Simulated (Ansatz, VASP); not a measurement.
# LiH3 in VASP and in Ansatz

```xyz
4
Lattice="5.5119 0.0000 0.0000 -2.7559 4.7734 0.0000 0.0000 0.0000 5.4312" Properties=species:S:1:pos:R:3 pbc="T T T"
Li    0.0000    0.0000    2.7156
H     0.0000    0.0000    4.4216
H     0.0000    0.0000    1.0096
H     0.0000    0.0000    0.0000
```

Alike in both runs: functional PBE; k mesh 6 × 6 × 6; occupations gaussian, width 0.02 eV; no spin polarisation.

Ansatz relaxed the structure, and its values are those at the end. VASP's run is a single point on that final structure, the one shown.

```csv
,VASP,Ansatz
version,VASP 6.6.1,Ansatz 0.2.0
potentials or method,"VASP PAW PBE potentials, release 64 (Li_sv, H), cutoff 520 eV","scalar-relativistic, plane waves, PAW"
valence electrons in the cell,6,6
```

|  | VASP | Ansatz | Ansatz less VASP |
| --- | --- | --- | --- |
| gap on the k mesh at the Fermi level (eV) | 3.07 | 3.07 | -0.001 |
| least direct gap on the mesh (eV) | 3.12 | 3.12 | -0.002 |
| rms of the force components (eV/Å) | 0.009 | 0.002 | -0.0065 |

The functional is the same, so the differences come from potentials, cutoffs and numerics. Ansatz's warnings: xc potential rough in thin density.

Noted on VASP's run: the cutoff is short for stress, so the pressure is rough.
